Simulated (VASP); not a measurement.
A run of VASP 6.6.1 is set up as follows.

The input INCAR:

```
SYSTEM = SrTiO3
  PREC = Accurate
  ENCUT = 600
  EDIFF = 1E-6
  ISMEAR = 0
  SIGMA = 0.05
  LREAL = .False.
  LASPH = .True.
  NELM = 120
  ALGO = Normal
  ISIF = 2
  LWAVE = .False.
  LCHARG = .True.
  GGA = PE
  LELF = .True.
  LVHAR = .True.
  NBANDS = 28
  GGA_COMPAT = .False.
```

Contents of KPOINTS:

```
Automatic mesh
0
Gamma
  8 8 8
  0 0 0
```

File POSCAR:

```
SrTiO3
1.0
    3.8773575147      0.0000000000      0.0000000000
    0.0000000000      3.8773575147      0.0000000000
    0.0000000000      0.0000000000      3.9364035682
Sr Ti O
1 1 3
Direct
    0.0000000000      0.0000000000      0.0000000000
    0.5000000000      0.5000000000      0.5000000000
    0.0000000000      0.5000000000      0.5000000000
    0.5000000000      0.0000000000      0.5000000000
    0.5000000000      0.5000000000      0.0000000000
```

Potentials or basis: VASP PAW PBE potentials, release 64 (Sr_sv, Ti_sv, O).

Command:

```console
$ cat potpaw_PBE.64/Sr_sv/POTCAR potpaw_PBE.64/Ti_sv/POTCAR potpaw_PBE.64/O/POTCAR > POTCAR
$ mpirun -np 1 vasp_std > vasp.out
```

(1) Predict the pressure.

(2) What does it give for the band gap on the k mesh?

## Answers

(1) 6.1 GPa.

(2) 1.84 eV (least direct gap 2.21 eV).

Caveat: the cell stands under pressure.
